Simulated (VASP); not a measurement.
## PC2: single point with PBE

The system is PC2.

```
P C
1.0
     3.74419    0.00000    0.00000
     0.00000    4.57938    0.00000
     0.00000    0.00000    2.84189
P C
2 4
Direct
  0.00000 0.00000 0.00000
  0.50000 0.50000 0.50000
  0.14967 0.40684 0.00000
  0.85033 0.59316 0.00000
  0.64967 0.09316 0.50000
  0.35033 0.90684 0.50000
```

The cell was built from a structure type or drawn by symmetry, and may not be a known phase.

```json
{
  "Program": "VASP 6.6.1",
  "Task": "single point",
  "Functional": "PBE",
  "Potentials or basis": "VASP PAW PBE potentials, release 64 (P, C_h)",
  "Cutoff": "910 eV",
  "k mesh": "6 × 4 × 6",
  "Occupations": "gaussian, width 0.1 eV",
  "Spin": "no spin polarisation",
  "Dipole correction": "no",
  "Further INCAR settings": "ALGO = Normal; EDIFF = 1e-06; NBANDS = 22"
}
```

```
Pressure               : -0.5 GPa
Largest force          : 0.039 eV/Å
Band gap on the k mesh : zero (bands 13 and 14 overlap by 5.90 eV)
```

Forces on the atoms (eV/Å):
```
P    0.000  0.000  0.000
P    0.000  0.000  0.000
C    0.007 -0.038  0.000
C   -0.007  0.038  0.000
C    0.007  0.038  0.000
C   -0.007 -0.038  0.000
```

Stress tensor (GPa, compression positive):
```
-0.48  0.00  0.00
 0.00 -0.57  0.00
 0.00  0.00 -0.57
```

Levels at points of the mesh, in eV from the Fermi level:
| k point | band 11 | band 12 | band 13 | band 14 | band 15 | band 16 |
| --- | --- | --- | --- | --- | --- | --- |
| (0.00, 0.00, 0.00) | -1.67 | 0.88 | 2.37 | 2.56 | 3.15 | 5.28 |
| (0.50, 0.00, 0.00) | -0.74 | -0.74 | 0.27 | 0.27 | 5.84 | 5.84 |
| (0.00, 0.50, 0.00) | -2.11 | -2.11 | 2.83 | 2.83 | 4.50 | 4.50 |
| (0.50, 0.50, 0.00) | -2.08 | -2.08 | -0.99 | -0.99 | 3.42 | 3.42 |
| (0.00, 0.00, 0.50) | -2.78 | -2.78 | -1.88 | -1.88 | 3.65 | 3.65 |
| (0.50, 0.00, 0.50) | -3.72 | -3.72 | 1.08 | 1.08 | 7.15 | 7.15 |
| (0.00, 0.50, 0.50) | -3.39 | -3.39 | -3.08 | -3.08 | 1.00 | 1.00 |
| (0.50, 0.50, 0.50) | -1.40 | -1.40 | -0.34 | -0.34 | 5.25 | 5.25 |

Run time: 80 s on 1 thread of Intel(R) Xeon(R) Platinum 8259CL CPU @ 2.50GHz (Skylake/Cascade Lake), on a shared host, peak memory 0.27 GiB.

Caveat: the k points lie up to 0.37 Å⁻¹ apart, too coarse for converged energies and pressures of a metal; the cutoff is under 1.25 times the usual one of these potentials, so pressure, stress and relaxed cells hold a basis-set (Pulay) error.
